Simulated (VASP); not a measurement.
## Sn: single point with r2SCAN

Crystal: Sn.

```
Sn
1.0
    -1.89465    1.89465    2.08412
     1.89465   -1.89465    2.08412
     1.89465    1.89465   -2.08412
Sn
1
Direct
  0.00000 0.00000 0.00000
```

This cell differs from its parent crystal: strain +0.1000 x Voigt [0, 0, 1, 0, 0, 0].

```
Program                : VASP 6.6.1
Task                   : single point
Functional             : r2SCAN
Potentials or basis    : VASP PAW PBE potentials, release 64 (Sn_d)
Cutoff                 : 520 eV
k mesh                 : 18 × 18 × 18
Occupations            : gaussian, width 0.15 eV
Spin                   : no spin polarisation
Dipole correction      : no
Further INCAR settings : ALGO = Normal; EDIFF = 1e-06; NBANDS = 13
```

- Pressure: -4.2 GPa
- Band gap on the k mesh: zero (bands 7 and 8 overlap by 9.51 eV)

Stress tensor (GPa, compression positive):
```
-4.42  0.00  0.00
 0.00 -4.42  0.00
 0.00  0.00 -3.85
```

Levels at points of the mesh, in eV from the Fermi level:
| k point | band 4 | band 5 | band 6 | band 7 | band 8 | band 9 | band 10 | band 11 |
| --- | --- | --- | --- | --- | --- | --- | --- | --- |
| (0.00, 0.00, 0.00) | -22.16 | -22.12 | -10.99 | 7.26 | 7.56 | 7.56 | 11.95 | 12.00 |
| (0.50, 0.00, 0.00) | -22.13 | -22.07 | -6.76 | -4.29 | 3.81 | 5.90 | 8.48 | 8.86 |
| (0.50, 0.50, 0.00) | -22.12 | -22.06 | -6.20 | -4.05 | 2.74 | 4.42 | 7.24 | 7.34 |
| (0.50, 0.50, 0.50) | -22.08 | -22.08 | -3.15 | -1.59 | 0.10 | 0.10 | 4.13 | 4.59 |

Wall time 11 min on 1 thread of Intel(R) Xeon(R) Platinum 8259CL CPU @ 2.50GHz (Skylake/Cascade Lake), on a shared host, peak memory 0.3 GiB.

Caveat: the cell differs from its parent crystal (strain +0.1000 x Voigt [0, 0, 1, 0, 0, 0]); the cell stands under tension; the PAW data sets were made with another functional, which shifts forces and pressure a little; spin-orbit coupling is left out, which moves the levels of the heavy elements.
